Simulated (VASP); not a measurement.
# RbH2 (P1) in VASP: a series of runs, part 2 of 2

VASP 6.6.1. The steps go on from the part before.

## (3) Single point, PBE

Contents of INCAR:

```
PREC = Accurate
ENCUT = 520
EDIFF = 1E-6
ISMEAR = 0
SIGMA = 0.1
LREAL = False
LASPH = True
NELM = 60
ALGO = Normal
ISIF = 2
LWAVE = False
LCHARG = False
GGA = PE
NBANDS = 20
```

Contents of KPOINTS:

```
regular mesh
0
Gamma
  6 4 4
```

Contents of POSCAR:

```
RbH2
1.0
    4.1125012554      0.0000000000      0.0000000000
    2.0176174016      4.2695263068      0.0000000000
    2.0164983423      0.6722421784      7.2351381248
Rb H
2 4
Direct
    0.3337785312      0.6315861256      0.8773183615
    0.2731141101      0.2287281973      0.3967186552
    0.9594712558      0.1950013098      0.0636936957
    0.7309273505      0.5436539390      0.1682276586
    0.6277898207      0.7067552192      0.2102186789
    0.8806194996      0.8205140490      0.5896852434
```

Potentials or basis: VASP PAW PBE potentials, release 64 (Rb_sv, H).

Run with:

```bash
$ cat potpaw_PBE.64/Rb_sv/POTCAR potpaw_PBE.64/H/POTCAR > POTCAR
$ mpirun -np 1 vasp_std > vasp.out
```

OUTCAR:

```text
PREC = Accurate
   ENCUT = 520
   EDIFF = 1E-6
   ISMEAR = 0
   LREAL = False
   LASPH = True
   NELM = 60
   ISIF = 2
   GGA = PE

 ion  position               nearest neighbor table
   1  0.334  0.632  0.877-   3 2.87   4 2.94   4 2.96   6 2.98   6 2.99   3 3.00   3 3.02   5 3.20
                             5 3.23   2 4.00   2 4.13   2 4.52   2 4.54   2 5.15   2 5.19   2 5.73
   2  0.273  0.229  0.397-   5 2.71   4 2.89   4 2.90   6 2.96   6 2.97   6 3.00   5 3.11   5 3.12
                             3 3.17   3 3.21   1 4.00   1 4.13   1 4.52   1 4.54   1 5.15   1 5.19
   3  0.959  0.195  0.064-   1 2.87   1 3.00   1 3.02   2 3.17   2 3.21
   4  0.731  0.544  0.168-   5 0.79   2 2.89   2 2.90   1 2.94   1 2.96
   5  0.628  0.707  0.210-   4 0.79   2 2.71   2 3.11   2 3.12   1 3.20   1 3.23
   6  0.881  0.821  0.590-   2 2.96   2 2.97   1 2.98   1 2.99   2 3.00

  Warning from LATTYP: Got some problem with cell dimensions!
  Tried to take original basis but could not verify dimensions!
  LATTYP: Found a triclinic cell.
 ALAT       =     4.7222489201
 B/A-ratio  =     0.8708776951
 C/A-ratio  =     1.7110658974
 COS(alpha) =     0.0001384961
 COS(beta)  =     0.4025814756
 COS(gamma) =     0.4272577401

  Lattice vectors:

[... 186 lines left out ...]

 E-fermi :  -0.7519     XC(G=0):  -6.8859

 val. band max:       -1.2799292708   @ k =  -0.1667   0.0000   0.2500
 cond. band min:       1.8762982560   @ k =   0.0000   0.5000   0.5000
 fundamental gap:      3.1562275268
 Fermi energy:        -0.7519392374

 k-point     1 :       0.0000    0.0000    0.0000
  band No.  band energies     occupation
      1     -27.6003      2.00000
      2     -27.3835      2.00000
      3     -11.9617      2.00000
      4     -11.6356      2.00000
      5     -11.5413      2.00000
      6     -11.4537      2.00000
[... 541 lines left out ...]
     19       6.7096      0.00000
     20       7.0464      0.00000

 [... further k-points ...]
[... 5 lines left out ...]
  --------------------------------------------------------------------------------------
  -------------------------------------------------------------------------------------
  Total       -0.0295345     -0.0233399      0.0189756      0.0273942      0.0002831      0.0022763
  in kB       -0.3724841     -0.2943590      0.2393172      0.3454905      0.0035707      0.0287077
  external PRESSURE =      -0.1425087 kB  Pullay stress =       0.0000000 kB

 VOLUME and BASIS-vectors are now :
 -----------------------------------------------------------------------------
  energy-cutoff  :      520.00
  volume of cell :      127.04
      direct lattice vectors                 reciprocal lattice vectors
     4.112501255  0.000000000  0.000000000     0.243161020 -0.114908744 -0.057094596
     2.017617402  4.269526307  0.000000000     0.000000000  0.234218020 -0.021762022
     2.016498342  0.672242178  7.235138125     0.000000000  0.000000000  0.138214362

 POSITION                                       TOTAL-FORCE (eV/Angst)
 -----------------------------------------------------------------------------------
      4.41607      3.28634      6.34752        -0.000584     -0.003101     -0.003262
      2.38465      1.24325      2.87031        -0.000428      0.004269      0.001883
      4.46770      0.87538      0.46083        -0.000251     -0.002719      0.000357
      4.44206      2.43423      1.21715         0.000630      0.007624      0.001341
      4.43165      3.15883      1.52096         0.000616     -0.003574     -0.004219
      6.46613      3.89962      4.26645         0.000017     -0.002499      0.003900
 -----------------------------------------------------------------------------------
    total drift:                               -0.000127      0.000100      0.000297

  FREE ENERGIE OF THE ION-ELECTRON SYSTEM (eV)
  ---------------------------------------------------
  free  energy   TOTEN  =       -15.7637354203 eV

  energy  without entropy=      -15.7637354203  energy(sigma->0) =      -15.76373542
```

OSZICAR:

```text
N       E                     dE             d eps       ncg     rms          rms(c)
DAV:   1     0.101999576858E+03    0.10200E+03   -0.92851E+03  2080   0.907E+02
DAV:   2    -0.887711824618E+01   -0.11088E+03   -0.10834E+03  2504   0.187E+02
DAV:   3    -0.174573709820E+02   -0.85803E+01   -0.85532E+01  3308   0.491E+01
DAV:   4    -0.176534141894E+02   -0.19604E+00   -0.19596E+00  2932   0.607E+00
DAV:   5    -0.176573450441E+02   -0.39309E-02   -0.39307E-02  2996   0.737E-01    0.687E+00
DAV:   6    -0.161287840734E+02    0.15286E+01   -0.15333E+00  2460   0.429E+00    0.376E+00
DAV:   7    -0.157227537400E+02    0.40603E+00   -0.19667E+00  2588   0.450E+00    0.156E+00
DAV:   8    -0.157669261986E+02   -0.44172E-01   -0.21810E-01  2432   0.173E+00    0.377E-01
DAV:   9    -0.157619902517E+02    0.49359E-02   -0.31703E-02  2816   0.562E-01    0.123E-01
DAV:  10    -0.157636863088E+02   -0.16961E-02   -0.63034E-03  2480   0.257E-01    0.107E-01
DAV:  11    -0.157637166229E+02   -0.30314E-04   -0.19732E-03  2536   0.138E-01    0.293E-02
DAV:  12    -0.157637268117E+02   -0.10189E-04   -0.13293E-04  2752   0.523E-02    0.113E-02
DAV:  13    -0.157637348632E+02   -0.80515E-05   -0.26291E-05  2488   0.215E-02    0.341E-03
DAV:  14    -0.157637354203E+02   -0.55709E-06   -0.27824E-06  2244   0.704E-03
   1 F= -.15763735E+02 E0= -.15763735E+02  d E =-.134841E-14
```

Wall time 63 s (1 thread of Intel Xeon Platinum 8488C (Sapphire Rapids), shared host); peak memory 0.3 GiB.

Results:

| Property | Result |
| --- | --- |
| Free energy | -15.7637 eV |
| Pressure | 0.0 GPa |
| Largest force | 0.008 eV/Å |
| Band gap on the k mesh | 3.16 eV, indirect (least direct gap 3.40 eV) |

Forces in eV/Å, atoms in the order of the input:
```
Rb  -0.001 -0.003 -0.003
Rb   0.000  0.004  0.002
H    0.000 -0.003  0.000
H    0.001  0.008  0.001
H    0.001 -0.004 -0.004
H    0.000 -0.002  0.004
```

Levels at points of the mesh, in eV from the valence-band top:
| k point | band 9 | band 10 | band 11 | band 12 | band 13 | band 14 |
| --- | --- | --- | --- | --- | --- | --- |
| (0.00, 0.00, 0.00) | -6.46 | -0.95 | -0.05 | 3.64 | 4.46 | 5.46 |
| (0.50, 0.00, 0.00) | -6.26 | -0.24 | -0.21 | 3.61 | 4.34 | 5.36 |
| (0.00, 0.50, 0.00) | -6.24 | -0.66 | -0.36 | 3.63 | 4.55 | 4.93 |
| (0.50, 0.50, 0.00) | -6.25 | -0.37 | -0.03 | 3.73 | 4.51 | 4.92 |
| (0.00, 0.00, 0.50) | -6.41 | -1.03 | -0.01 | 3.77 | 4.87 | 5.07 |
| (0.50, 0.00, 0.50) | -6.26 | -0.37 | -0.03 | 3.71 | 4.54 | 4.96 |
| (0.00, 0.50, 0.50) | -6.25 | -0.75 | -0.25 | 3.16 | 4.92 | 5.10 |
| (0.50, 0.50, 0.50) | -6.26 | -0.23 | -0.20 | 3.60 | 4.34 | 5.33 |

A k mesh can miss the band edges. As with any semilocal functional, this PBE gap is likely too small.
